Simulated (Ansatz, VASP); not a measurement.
## Mg: VASP beside Ansatz

Contents of INCAR:

```
SYSTEM = Mg
PREC = Accurate
ENCUT = 600
EDIFF = 1E-6
ISMEAR = -5
SIGMA = 0.05
LREAL = .False.
LASPH = .True.
NELM = 120
ALGO = Normal
ISIF = 2
LWAVE = .False.
LCHARG = .True.
GGA = LIBXC
LIBXC1 = GGA_X_PBE_SOL
LIBXC2 = GGA_C_PBE
LELF = .True.
LVHAR = .True.
NBANDS = 7
GGA_COMPAT = .False.
```

KPOINTS

```
regular mesh
0
Gamma
  11 11 11
  0 0 0
```

File POSCAR:

```
Mg
1.0
   -1.8111778905      1.8111778905      1.6567065887
    1.8111778905     -1.8111778905      1.6567065887
    1.8111778905      1.8111778905     -1.6567065887
Mg
1
Direct
    0.0000000000      0.0000000000      0.0000000000
```

The input input.yaml:

```yaml
crystal:
  lattice:
    - [-1.8111778905, 1.8111778905, 1.6567065887]
    - [1.8111778905, -1.8111778905, 1.6567065887]
    - [1.8111778905, 1.8111778905, -1.6567065887]
  atoms:
    - { symbol: Mg, position: [0.0, 0.0, 0.0] }
kpoints:
  mp_grid: { grid: [11, 11, 11] }
scf:
  occupations: { method: tetrahedron }
hamiltonian:
  xc: { exchange: pbesol, correlation: pbe }
  pseudopotentials:
    kind: all_electron
    lapw: { basis_error: 0.001 }
    relativity: none
output:
  forces: true
  stress: true
  eigenvalues: true
```

Change from the starting cell: volume scaled by 0.96.

Alike in both runs: task single point; functional pbesol exchange, pbe correlation; k mesh 11 × 11 × 11; occupations tetrahedron; no spin polarisation.

|  | VASP | Ansatz |
| --- | --- | --- |
| version | VASP 6.6.1 | Ansatz 0.2.0 |
| potentials or method | VASP PAW PBE potentials, release 64 (Mg), cutoff 600 eV | all-electron LAPW, non-relativistic |

Ansatz gave:

* gap on the k mesh at the Fermi level (eV): none
* pressure (GPa): 1.3
* traceless stress, the component that is largest in VASP (GPa): 0.13

Estimate VASP's values.

gap on the k mesh at the Fermi level (eV): none; pressure (GPa): 1.2; traceless stress, the component that is largest in VASP (GPa): 0.39.

VASP's potentials were made for PBE, not for pbesol exchange, pbe correlation. A gap of «none» marks a metal or a gap that the smearing closes. Ansatz ran all-electron here, and VASP with PAW potentials.
